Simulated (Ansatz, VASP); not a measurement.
CsO: VASP beside Ansatz

INCAR

```
SYSTEM = CsO
  PREC = Accurate
  ENCUT = 520
  EDIFF = 1E-6
  ISMEAR = 0
  SIGMA = 0.05
  LREAL = .False.
  LASPH = .True.
  NELM = 100
  ALGO = Normal
  ISIF = 2
  LWAVE = .False.
  LCHARG = .False.
  GGA = CA
  NBANDS = 23
```

Contents of KPOINTS:

```
regular mesh
0
Gamma
  8 8 8
  0 0 0
```

File POSCAR:

```
CsO
1.0
   -2.2690500000      3.3757500000      3.5705750000
    2.2690500000     -3.3757500000      3.5705750000
    2.2690500000      3.3757500000     -3.5705750000
Cs O
2 2
Direct
    0.2500000000      0.2500000000      0.0000000000
    0.7500000000      0.7500000000      0.0000000000
    0.6200000000      0.0000000000      0.6200000000
    0.3800000000      0.0000000000      0.3800000000
```

Input for Ansatz:

```yaml
crystal:
  lattice:
    - [-2.26905, 3.37575, 3.570575]
    - [2.26905, -3.37575, 3.570575]
    - [2.26905, 3.37575, -3.570575]
  atoms:
    - { symbol: Cs, position: [0.25, 0.25, 0.0] }
    - { symbol: Cs, position: [0.75, 0.75, 0.0] }
    - { symbol: O, position: [0.62, 0.0, 0.62] }
    - { symbol: O, position: [0.38, 0.0, 0.38] }
basis:
  ecutwfc: 420
kpoints:
  mp_grid: { grid: [8, 8, 8] }
hamiltonian:
  xc: lda
scf:
  occupations: { method: gaussian, width: 0.05 }
output:
  forces: true
  stress: true
  eigenvalues: true
```

Change from the starting cell: strain +0.050 along x and y, -0.050 along z, atoms carried along.

Alike in both runs: task single point; functional LDA; k mesh 8 × 8 × 8; occupations gaussian, width 0.05 eV; no spin polarisation.

```csv
,VASP,Ansatz
version,VASP 6.6.1,Ansatz 0.2.0
potentials or method,"VASP PAW LDA potentials, release 64 (Cs_sv, O), cutoff 520 eV","scalar-relativistic, plane waves, PAW"
valence electrons in the cell,30,30
```

|  | VASP | Ansatz | Ansatz less VASP |
| --- | --- | --- | --- |
| gap on the k mesh at the Fermi level (eV) | 1.51 | 1.52 | +0.014 |
| least direct gap on the mesh (eV) | 1.64 | 1.66 | +0.015 |
| pressure (GPa) | -4.5 | -4.8 | -0.22 |
| traceless stress, the component that is largest in VASP (GPa) | -3.88 | -3.97 | -0.083 |
| rms of the force components (eV/Å) | 0.818 | 0.867 | +0.0492 |

LDA's correlation is that of Perdew and Zunger in VASP and of Perdew and Wang (1992) in Ansatz. Atom by atom the forces differ by 0.049 eV/Å (rms over components).

Neither program's run includes spin-orbit coupling.
